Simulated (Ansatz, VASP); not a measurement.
**Two plane-wave programs on Na**

File INCAR:

```
SYSTEM = Na
  PREC = Accurate
  ENCUT = 600
  EDIFF = 1E-6
  ISMEAR = -1
  SIGMA = 0.05
  LREAL = .FALSE.
  LASPH = .TRUE.
  NELM = 100
  ALGO = Normal
  ISIF = 3
  LWAVE = .FALSE.
  LCHARG = .FALSE.
  GGA = PE
  IBRION = 2
  NSW = 60
  EDIFFG = -0.005
```

The input KPOINTS:

```
Automatic mesh
0
G
  13 13 13
  0 0 0
```

File POSCAR:

```
Na
1.0
   -2.0985628867      2.0985628867      2.0985628867
    2.0985628867     -2.0985628867      2.0985628867
    2.0985628867      2.0985628867     -2.0985628867
Na
1
Direct
    0.0000000000      0.0000000000      0.0000000000
```

Input for Ansatz:

```yaml
crystal:
  lattice:
    - [-2.0985628867, 2.0985628867, 2.0985628867]
    - [2.0985628867, -2.0985628867, 2.0985628867]
    - [2.0985628867, 2.0985628867, -2.0985628867]
  atoms:
    - { symbol: Na, position: [0.0, 0.0, 0.0] }
kpoints:
  mp_grid: { grid: [13, 13, 13] }
scf:
  occupations: { method: fermi_dirac, width: 0.05 }
hamiltonian:
  xc: pbe
  pseudopotentials: { kind: paw }
output:
  forces: true
  stress: true
relax:
  f_tol: 0.005
  max_steps: 40
  cell: {}
```

Alike in both runs: task relaxation of cell and atoms; functional PBE; k mesh 13 × 13 × 13; occupations fermi-dirac, width 0.05 eV; no spin polarisation.

```csv
,VASP,Ansatz
version,VASP 6.6.1,Ansatz 0.2.0
potentials or method,"VASP PAW PBE potentials, release 64 (Na_pv)","PAW with Ansatz's default frozen-core files, scalar-relativistic"
plane-wave cutoff (eV),600,420
valence electrons in the cell,7,9
```

```csv
,VASP,Ansatz,Ansatz less VASP
relaxed volume (Å³/atom),36.97,36.97,0.000
relaxed cell length with the largest relative difference (Å),3.635,3.635,0.0000
```

VASP's potentials hold 7 valence electrons a cell and Ansatz's 9, so a difference there can come from the potentials and not from the codes.

Noted on VASP's run: the relaxation stopped at its first step, so nothing moved.
